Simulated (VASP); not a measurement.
# BN (R3m) in VASP: vibrations by perturbation theory with LDA

Aim: the vibrations by perturbation theory of BN with LDA.

Everything below comes from runs of VASP 6.6.1. Logs are shortened: lines on timing, memory, paths and dates and some standing lists are left out, and cuts for length are marked.

**1. The cell of the first run**

It takes space group R3m (No. 160, trigonal). Conventional cell: a = 2.487 Å, b = 2.487 Å, c = 9.403 Å, α = 90.00°, β = 90.00°, γ = 120.00°. Within 1.9 Å of B (site symmetry 3m) lie 3 N at 1.44 Å. N (site symmetry 3m) has 3 B at 1.44 Å within 1.9 Å.

**2. Vibrations by perturbation theory, LDA**

Input file INCAR:

```
PREC = Accurate ; ENCUT = 520
EDIFF = 1E-8 ; ISMEAR = 0
SIGMA = 0.01 ; LREAL = F
LASPH = T ; NELM = 80
ALGO = Normal ; ISIF = 2
LWAVE = F ; LCHARG = F
IBRION = 8 ; NSW = 1
LEPSILON = T
```

Input file KPOINTS:

```
Automatic mesh
0
Gamma
  12 12 12
```

Input file POSCAR:

```
BN
1.0
    1.2432728020      0.7178038869      3.1344069657
   -1.2432728020      0.7178038869      3.1344069657
    0.0000000000     -1.4356077739      3.1344069657
B N
1 1
Direct
    0.9998173257      0.9998173257      0.9998173257
    0.3326156743      0.3326156743      0.3326156743
```

Potentials or basis: VASP PAW LDA potentials, release 64 (B, N).

Started as:

```sh
cat potpaw_LDA.64/B/POTCAR potpaw_LDA.64/N/POTCAR > POTCAR
mpirun -np 1 vasp_std > vasp.out
```

OUTCAR:

```text
PREC = Accurate
   ENCUT = 520
   EDIFF = 1E-8
   ISMEAR = 0
   LREAL = F
   LASPH = T
   NELM = 80
   ISIF = 2
   IBRION = 8
   NSW = 1
   LEPSILON = T

 ion  position               nearest neighbor table
   1  1.000  1.000  1.000-   2 1.44   2 1.44   2 1.44
   2  0.333  0.333  0.333-   1 1.44   1 1.44   1 1.44

  LATTYP: Found a trigonal (rhomboedric) cell.
 ALAT       =     3.4475319733
 COS(alpha) =     0.7398964638

  Lattice vectors:

 A1 = (   1.2432728020,   0.7178038869,   3.1344069657)
 A2 = (  -1.2432728020,   0.7178038869,   3.1344069657)
 A3 = (   0.0000000000,  -1.4356077739,   3.1344069657)

Analysis of symmetry for initial positions (statically):
=====================================================================
 Subroutine PRICEL returns:
 Original cell was already a primitive cell.

 Routine SETGRP: Setting up the symmetry group for a
 trigonal (rhombohedral) supercell.

 Subroutine GETGRP returns: Found  6 space group operations
 (whereof  6 operations were pure point group operations)
 out of a pool of 12 trial point group operations.

The static configuration has the point symmetry C_3v.

Analysis of symmetry for dynamics (positions and initial velocities):
=====================================================================
 Subroutine PRICEL returns:
 Original cell was already a primitive cell.

 Routine SETGRP: Setting up the symmetry group for a
 trigonal (rhombohedral) supercell.

 Subroutine GETGRP returns: Found  6 space group operations
 (whereof  6 operations were pure point group operations)
 out of a pool of 12 trial point group operations.

The dynamic configuration has the point symmetry C_3v.

 Subroutine INISYM returns: Found  6 space group operations
 (whereof  6 operations are pure point group operations),
 and found     1 'primitive' translations

----------------------------------------------------------------------------------------

                                     Primitive cell

  volume of cell :      16.7834

  direct lattice vectors                    reciprocal lattice vectors
     1.243272802  0.717803887  3.134406966     0.402164351  0.232189697  0.106346539
    -1.243272802  0.717803887  3.134406966    -0.402164351  0.232189697  0.106346539
     0.000000000 -1.435607774  3.134406966     0.000000000 -0.464379393  0.106346539

  length of vectors
     3.447531973  3.447531973  3.447531973     0.476400889  0.476400889  0.476400889

  position of ions in fractional coordinates (direct lattice)
     0.999817326  0.999817326  0.999817326
     0.332615674  0.332615674  0.332615674

  ion indices of the primitive-cell ions
   primitive index   ion index
                 1           1
                 2           2

----------------------------------------------------------------------------------------

 KPOINTS: Automatic mesh

Automatic generation of k-mesh.
 Grid dimensions read from file:
 generate k-points for:   12   12   12

 Generating k-lattice:

  Cartesian coordinates                     Fractional coordinates (reciprocal lattice)
     0.033513696  0.019349141  0.008862212     0.083333333  0.000000000  0.000000000
    -0.033513696  0.019349141  0.008862212     0.000000000  0.083333333  0.000000000
     0.000000000 -0.038698283  0.008862212     0.000000000  0.000000000  0.083333333

  Length of vectors
     0.039700074  0.039700074  0.039700074

  Shift w.r.t. Gamma in fractional coordinates (k-lattice)
     0.000000000  0.000000000  0.000000000

 Subroutine IBZKPT returns following result:
 ===========================================

 Found    189 irreducible k-points:

 Following reciprocal coordinates:
[... 379 lines left out ...]
      0.00000     -0.00000      9.40150         0.000000     -0.000000      0.000652
      0.00000     -0.00000      3.12766         0.000000      0.000000     -0.000652
 -----------------------------------------------------------------------------------
    total drift:                                0.000000      0.000000      0.000040

  FREE ENERGIE OF THE ION-ELECTRON SYSTEM (eV)
  ---------------------------------------------------
  free  energy   TOTEN  =       -19.2898856257 eV

  energy  without entropy=      -19.2898856257  energy(sigma->0) =      -19.28988563

 HEAD OF MICROSCOPIC STATIC DIELECTRIC TENSOR (INDEPENDENT PARTICLE, excluding Hartree and local field effects)
 ------------------------------------------------------
           5.218930     0.000000     0.000000
           0.000000     5.218930    -0.000000
           0.000000    -0.000000     3.312175
 ------------------------------------------------------

 Free energy of the ion-electron system (eV)
  ---------------------------------------------------
  ---------------------------------------------------
  free energy    TOTEN  =        -0.19721778 eV

  energy without entropy =       -0.19721778

------------------------ aborting loop because EDIFF is reached ----------------------------------------

--------------------------------------- Ionic step        2  -------------------------------------------

------------------------ aborting loop because EDIFF is reached ----------------------------------------

--------------------------------------- Ionic step        3  -------------------------------------------

------------------------ aborting loop because EDIFF is reached ----------------------------------------

 PIEZOELECTRIC TENSOR FIELD DIRECTION 3  (e Angst)
 -----------------------------------------------------------------------------
     0.06140  0.00000 -0.00000           (  0.00016  0.00000  0.00000)
     0.00000  0.06140  0.00000           (  0.00000  0.00016  0.00000)
     0.00000  0.00000 -0.17121           (  0.00000  0.00000 -0.00108)

 PIEZOELECTRIC TENSOR FIELD DIRECTION 3  (C/m^2)
 -----------------------------------------------------------------------------
     0.05861  0.00000 -0.00000
     0.00000  0.05861  0.00000
     0.00000  0.00000 -0.16344

--------------------------------------- Ionic step        4  -------------------------------------------

------------------------ aborting loop because EDIFF is reached ----------------------------------------

[... ionic steps 5 to 5 ...]

--------------------------------------- Ionic step        6  -------------------------------------------

------------------------ aborting loop because EDIFF is reached ----------------------------------------

--------------------------------------- Ionic step        7  -------------------------------------------

------------------------ aborting loop because EDIFF is reached ----------------------------------------

[... ionic steps 8 to 8 ...]

--------------------------------------- Ionic step        9  -------------------------------------------

 Free energy of the ion-electron system (eV)
  ---------------------------------------------------
  ---------------------------------------------------
  free energy    TOTEN  =        -0.24117295 eV

  energy without entropy =       -0.24117295

------------------------ aborting loop because EDIFF is reached ----------------------------------------

 INTERNAL STRAIN TENSOR  FOR ION    2  DIRECTION 3   (eV/Angst):
 -----------------------------------------------------------------------------
    -0.16105  0.00000  0.00000
     0.00000 -0.16105 -0.00000
     0.00000 -0.00000  0.79005

 MACROSCOPIC STATIC DIELECTRIC TENSOR (including local field effects in DFT)
 ------------------------------------------------------
           5.064515     0.000000     0.000000
           0.000000     5.064515    -0.000000
           0.000000    -0.000000     2.965740
 ------------------------------------------------------

 PIEZOELECTRIC TENSOR (including local field effects)  for field in x, y, z        (e  Angst)
          XX          YY          ZZ          XY          YZ          ZX
  --------------------------------------------------------------------------------
  x     0.00000     0.00000    -0.00000     1.25218     0.00000     0.02983
  y     1.25218    -1.25218     0.00000     0.00000     0.02983     0.00000
  z     0.06140     0.06140    -0.17121     0.00000     0.00000     0.00000

 PIEZOELECTRIC TENSOR (including local field effects)  for field in x, y, z        (C/m^2)
          XX          YY          ZZ          XY          YZ          ZX
  --------------------------------------------------------------------------------
  x     0.00000     0.00000    -0.00000     1.19536     0.00000     0.02847
  y     1.19536    -1.19536     0.00000     0.00000     0.02847     0.00000
  z     0.05861     0.05861    -0.16344     0.00000     0.00000     0.00000

 BORN EFFECTIVE CHARGES (including local field effects) (in |e|, cummulative output)
 ---------------------------------------------------------------------------------
 ion    1
    1     2.68544     0.00000     0.00000
    2     0.00000     2.68544    -0.00000
    3     0.00000    -0.00000     0.81459
 ion    2
    1    -2.68544     0.00000     0.00000
    2     0.00000    -2.68544     0.00000
    3     0.00000     0.00000    -0.81459

 INTERNAL STRAIN TENSOR FOR ION    2 for displacements in x,y,z  (eV/Angst):
          X           Y           Z          XY          YZ          ZX
  --------------------------------------------------------------------------------
  x     0.00000     0.00000     0.00000    13.77006    -0.00000     0.11096
  y    13.77006   -13.77006    -0.00000     0.00000    -0.01684     0.00000
  z    -0.16105    -0.16105     0.79005     0.00000    -0.00000     0.00000

 SECOND DERIVATIVES (NOT SYMMETRIZED)
 ------------------------------------
               1X          1Y          1Z          2X          2Y          2Z
  1X   -43.288732    0.000000   -0.000000   43.288732    0.000000    0.000000
  1Y     0.000000  -43.288732    0.000000   -0.000000   43.288732   -0.000000
  1Z     0.000000    0.000000  -12.618526    0.000000   -0.000000   12.618526
  2X    43.294785    0.000000    0.000000  -43.294785    0.000000   -0.000000
  2Y     0.000000   43.294785   -0.000000    0.000000  -43.294785    0.000000
  2Z     0.000000   -0.000000   12.616945    0.000000    0.000000  -12.616945

 Eigenvectors and eigenvalues of the dynamical matrix
 ----------------------------------------------------

   1 f  =   41.645666 THz   261.667438 2PiTHz 1389.149899 cm-1   172.232559 meV
             X         Y         Z           dx          dy          dz
      0.000000 -0.000000  9.401503     0.000000   -0.751165    0.000000
      0.000000 -0.000000  3.127659    -0.000000    0.660114   -0.000000
[... 21 lines left out ...]
   6 f/i=    0.001444 THz     0.009070 2PiTHz    0.048152 cm-1     0.005970 meV
             X         Y         Z           dx          dy          dz
      0.000000 -0.000000  9.401503     0.013892    0.659968    0.000000
      0.000000 -0.000000  3.127659     0.015808    0.750999    0.000000

--------------------------------------------------------------------------------------------------------

 MACROSCOPIC STATIC DIELECTRIC TENSOR IONIC CONTRIBUTION
 ------------------------------------------------------
           1.796021     0.000000    -0.000000
           0.000000     1.796021    -0.000000
          -0.000000    -0.000000     0.567001
 ------------------------------------------------------

 ELASTIC MODULI CONTR FROM IONIC RELAXATION (kBar)
 Direction    XX          YY          ZZ          XY          YZ          ZX
 --------------------------------------------------------------------------------
 XX        -416.3832    415.9949      0.9456     -0.0000     -0.1909     -0.0000
 YY         415.9949   -416.3832      0.9456      0.0000      0.1909      0.0000
 ZZ           0.9456      0.9456     -4.6061     -0.0000      0.0000     -0.0000
 XY          -0.0000      0.0000     -0.0000   -416.1890     -0.0000     -2.3654
 YZ          -0.1909      0.1909      0.0000     -0.0000     -0.0001     -0.0000
 ZX          -0.0000      0.0000     -0.0000     -2.3654     -0.0000     -0.0134
 --------------------------------------------------------------------------------

 PIEZOELECTRIC TENSOR IONIC CONTR  for field in x, y, z        (C/m^2)
          XX          YY          ZZ          XY          YZ          ZX
  --------------------------------------------------------------------------------
  x    -0.00000     0.00000    -0.00000    -0.81353    -0.00000    -0.00462
  y    -0.81353     0.81353     0.00000    -0.00000    -0.00037    -0.00000
  z     0.00987     0.00987    -0.04809     0.00000     0.00000     0.00000
```

Run time: 7.6 min. Hardware: 1 thread of Intel Xeon 6975P-C (Granite Rapids), shared host; peak memory 0.43 GiB.

What came out:

| Property | Result |
| --- | --- |
| Electronic dielectric tensor (diagonal) | 5.06, 5.06, 2.97 |
| Born charges (mean of the diagonal) | B +2.06; N -2.06 e |
| Highest phonon frequency at Γ, LO-TO splitting left out | 1389 cm⁻¹ |

Phonon frequencies in cm⁻¹ (negative: imaginary):
| q point | frequencies |
| --- | --- |
| (0.000, 0.000, 0.000) | 0 0 0 750 1389 1389 |

Electronic dielectric tensor:
```
5.06 0.00 0.00
0.00 5.06 0.00
0.00 0.00 2.97
```

Born effective charge tensors (e):
atom 1, B
```
2.69 0.00 0.00
0.00 2.69 0.00
0.00 0.00 0.81
```
atom 2, N
```
-2.69  0.00  0.00
 0.00 -2.69  0.00
 0.00  0.00 -0.81
```

Caveat: the cell wasn't relaxed at this level first, which shifts response properties.
